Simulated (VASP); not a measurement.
A run of VASP 6.6.1 is set up as follows.

The input INCAR:

```
PREC     = Accurate       # precision mode
ENCUT    = 500            # plane-wave cutoff, eV
EDIFF    = 1E-6           # SCF threshold, eV
ISMEAR   = 0              # smearing method
SIGMA    = 0.1            # smearing width, eV
LREAL    = F              # projectors in reciprocal space
LASPH    = T              # aspherical terms in the spheres
NELM     = 120            # most SCF steps
ALGO     = Normal         # electronic algorithm
ISIF     = 2              # what is computed and relaxed
LWAVE    = F              # write WAVECAR
LCHARG   = F              # write CHGCAR
GGA      = PE             # functional
NBANDS   = 11             # bands
GGA_COMPAT= F
```

Contents of KPOINTS:

```
regular mesh
0
Gamma
  6 6 6
```

POSCAR

```
Sr
1.0
    0.0000000000      2.4028093851      2.4028093851
    2.4028093851      0.0000000000      2.4028093851
    2.4028093851      2.4028093851      0.0000000000
Sr
1
Direct
    0.0000000000      0.0000000000      0.0000000000
```

Potentials or basis: VASP PAW PBE potentials, release 64 (Sr_sv).

Launch:

```sh
$ cat potpaw_PBE.64/Sr_sv/POTCAR > POTCAR
$ mpirun -np 1 vasp_std > vasp.out
```

Predict the band gap on the k mesh.

zero (band 5 reaches 4.59 eV, above the bottom of band 6 at 3.94 eV).

What does it give for the pressure?

21.8 GPa.

Caveat: the k points lie up to 0.38 Å⁻¹ apart.
